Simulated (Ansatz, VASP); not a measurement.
# SiC: VASP beside Ansatz

```
CELL_PARAMETERS angstrom
0.00000 2.10602 2.31662
2.10602 0.00000 2.31662
2.10602 2.10602 0.00000
ATOMIC_POSITIONS crystal
Si 0.00000 0.00000 0.00000
C 0.75000 0.75000 0.75000
```

Alike in both runs: task single point; functional PBEsol; k mesh 12 × 12 × 12; occupations gaussian, width 0.05 eV; no spin polarisation.

|  | VASP | Ansatz |
| --- | --- | --- |
| version | VASP 6.6.1 | Ansatz 0.2.0 |
| potentials or method | VASP PAW PBE potentials, release 64 (Si, C), cutoff 520 eV | scalar-relativistic, plane waves, PAW |
| valence electrons in the cell | 8 | 8 |

```csv
,VASP,Ansatz,Ansatz less VASP
gap on the k mesh at the Fermi level (eV),0.70,0.71,+0.010
least direct gap on the mesh (eV),4.37,4.38,+0.009
pressure (GPa),1.1,0.8,-0.35
"traceless stress, the component that is largest in VASP (GPa)",-19.51,-19.51,0.000
```

VASP's potentials were made for PBE, not for PBEsol.
